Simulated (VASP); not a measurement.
Set up this calculation in VASP 6.6.1, as the native input.

```yaml
Task: single point
Functional: PBEsol
Potentials_or_basis: VASP PAW PBE potentials, release 64 (Ti_sv, O)
Cutoff: 520 eV
k_mesh: 8 × 8 × 8
Occupations: gaussian, width 0.01 eV
Spin: no spin polarisation
Dipole_correction: no
Further_INCAR_settings: ALGO = Normal; EDIFF = 1e-06; NBANDS = 33
```

The structure of TiO2 lies in POSCAR:

```
TiO2
1.0
   -1.8665279463      1.8665279463      4.6930042805
    1.8665279463     -1.8665279463      4.6930042805
    1.8665279463      1.8665279463     -4.6930042805
Ti O
2 4
Direct
    0.0000000000      0.0000000000      0.0000000000
    0.7500000000      0.2500000000      0.5000000000
    0.2081000000      0.2081000000      0.0000000000
    0.9581000000      0.4581000000      0.5000000000
    0.5419000000      0.0419000000      0.5000000000
    0.7919000000      0.7919000000      0.0000000000
```

One way to write it, as run:

INCAR

```
SYSTEM = TiO2
PREC = Accurate
ENCUT = 520
EDIFF = 1E-6
ISMEAR = 0
SIGMA = 0.01
LREAL = .False.
LASPH = .True.
NELM = 80
ALGO = Normal
ISIF = 2
LWAVE = .False.
LCHARG = .False.
GGA = PS
NBANDS = 33
```

KPOINTS

```
Automatic mesh
0
Gamma
  8 8 8
  0 0 0
```

Potentials or basis: VASP PAW PBE potentials, release 64 (Ti_sv, O).

Command:

```console
$ cat potpaw_PBE.64/Ti_sv/POTCAR potpaw_PBE.64/O/POTCAR > POTCAR
$ mpirun -np 1 vasp_std > vasp.out
```

It gave:

```
Pressure               : 9.4 GPa
Largest force          : 0.270 eV/Å
Band gap on the k mesh : 2.18 eV (least direct gap 2.48 eV)
```

Caveat: the cell stands under pressure; the PAW data sets were made with another functional, which shifts forces and pressure a little.

Run time: 6.4 min on 1 thread of Intel Xeon 8259CL, with other jobs on the host, peak memory 0.26 GiB.
